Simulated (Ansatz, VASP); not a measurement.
Two plane-wave programs on AgBr

```xyz
2
Lattice="0.0000 2.9493 2.9493 2.9493 0.0000 2.9493 2.9493 2.9493 0.0000" Properties=species:S:1:pos:R:3 pbc="T T T"
Ag    0.0000    0.0000    0.0000
Br    2.9493    2.9493    2.9493
```

Alike in both runs: task single point; functional r2SCAN; k mesh 8 × 8 × 8; occupations gaussian, width 0.02 eV; no spin polarisation.

|  | VASP | Ansatz |
| --- | --- | --- |
| version | VASP 6.6.1 | Ansatz 0.2.0 |
| potentials or method | VASP PAW PBE potentials, release 64 (Ag, Br), cutoff 550 eV | scalar-relativistic, plane waves, PAW |
| valence electrons in the cell | 18 | 26 |

Ansatz gave:

```
gap on the k mesh at the Fermi level (eV) : 1.30
least direct gap on the mesh (eV)         : 3.00
pressure (GPa)                            : -2.3
```

Task: What did VASP give for the same quantities?

Result: gap on the k mesh at the Fermi level (eV): 1.26; least direct gap on the mesh (eV): 2.99; pressure (GPa): -2.3.

VASP's potentials were made for PBE, not for r2SCAN. With one functional, cell and mesh, what is left measures potentials, basis and numerics. VASP's potentials hold 18 valence electrons a cell and Ansatz's 26, so a difference there can come from the potentials and not from the codes.
